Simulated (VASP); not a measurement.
Set up this calculation in VASP 6.6.1, as the native input.

```
Task                   : single point
Functional             : PBE
Potentials or basis    : VASP PAW PBE potentials, release 64 (Ga_d, N)
Cutoff                 : 520 eV
k mesh                 : 10 × 10 × 10
Occupations            : fermi-dirac, width 0.02 eV
Spin                   : no spin polarisation
Dipole correction      : no
Further INCAR settings : ALGO = Normal; EDIFF = 1e-06; NBANDS = 16
```

The structure of GaN lies in POSCAR:

```
GaN
1.0
    0.0326554308      2.2478736862      2.2478736862
    2.2478736862      0.0326554308      2.2478736862
    2.2478736862      2.2478736862      0.0326554308
Ga N
1 1
Direct
    0.0011432943      0.0011432943      0.0011432943
    0.2488567057      0.2488567057      0.2488567057
```

This cell differs from its parent crystal: epitaxial 111 strain -1.5%.

One way to write it, as run:

INCAR

```
PREC = Accurate
ENCUT = 520
EDIFF = 1E-6
ISMEAR = -1
SIGMA = 0.02
LREAL = F
LASPH = T
NELM = 60
ALGO = Normal
ISIF = 2
LWAVE = F
LCHARG = T
GGA = PE
LELF = T
LVHAR = T
NBANDS = 16
```

KPOINTS

```
regular mesh
0
Gamma
  10 10 10
```

Potentials or basis: VASP PAW PBE potentials, release 64 (Ga_d, N).

Launch:

```bash
$ cat potpaw_PBE.64/Ga_d/POTCAR potpaw_PBE.64/N/POTCAR > POTCAR
$ mpirun -np 1 vasp_std > vasp.out
```

It gave:

| Quantity | Value |
| --- | --- |
| Pressure | 11.1 GPa |
| Largest force | 0.011 eV/Å |
| Band gap on the k mesh | 1.85 eV, direct |

Caveat: the cell differs from its parent crystal (epitaxial 111 strain -1.5%).

Wall time 21 s on 1 thread of Intel(R) Xeon(R) Platinum 8488C (Sapphire Rapids) (shared host), peak memory 0.17 GiB.
